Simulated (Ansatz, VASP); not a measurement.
# Two plane-wave programs on Ti5Si2Te

```xyz
16
Lattice="-3.2956 3.2956 6.0651 3.2956 -3.2956 6.0651 3.2956 3.2956 -6.0651" Properties=species:S:1:pos:R:3 pbc="T T T"
Ti    2.2166    1.0790   -1.7275
Ti    1.0790    2.2166    7.7926
Ti    2.2166    1.0790    1.7275
Ti    1.0790    2.2166    4.3375
Ti    2.2166   -1.0790    4.3375
Ti    1.0790    4.3746    1.7275
Ti    2.2166   -1.0790    7.7926
Ti    1.0790    4.3746   -1.7275
Ti    0.0000    0.0000    6.0651
Ti    0.0000    0.0000    0.0000
Si   -0.8677    2.4279    6.0651
Si    4.1632    0.8677    0.0000
Si    0.8677    2.4279    0.0000
Si    2.4279    0.8677    6.0651
Te    0.0000    0.0000    9.0976
Te    0.0000    0.0000    3.0325
```

Alike in both runs: functional PBE; k mesh 4 × 4 × 4; occupations gaussian, width 0.2 eV; no spin polarisation.

Ansatz relaxed the structure, and its values are those at the end. VASP's run is a single point on that final structure, the one shown.

```csv
,VASP,Ansatz
version,VASP 6.6.1,Ansatz 0.2.0
potentials or method,"VASP PAW PBE potentials, release 64 (Ti_sv, Si, Te), cutoff 520 eV","scalar-relativistic, plane waves, PAW"
valence electrons in the cell,148,168
```

|  | VASP | Ansatz | Ansatz less VASP |
| --- | --- | --- | --- |
| gap on the k mesh at the Fermi level (eV) | none | none | - |
| pressure (GPa) | 0.2 | 0.2 | -0.05 |
| rms of the force components (eV/Å) | 0.023 | 0.024 | +0.0011 |

A gap of «none» marks a metal or a gap that the smearing closes. The functional is the same, so the differences come from potentials, cutoffs and numerics. VASP's potentials hold 148 valence electrons a cell and Ansatz's 168, so a difference there can come from the potentials and not from the codes.

Spin-orbit coupling is off throughout.
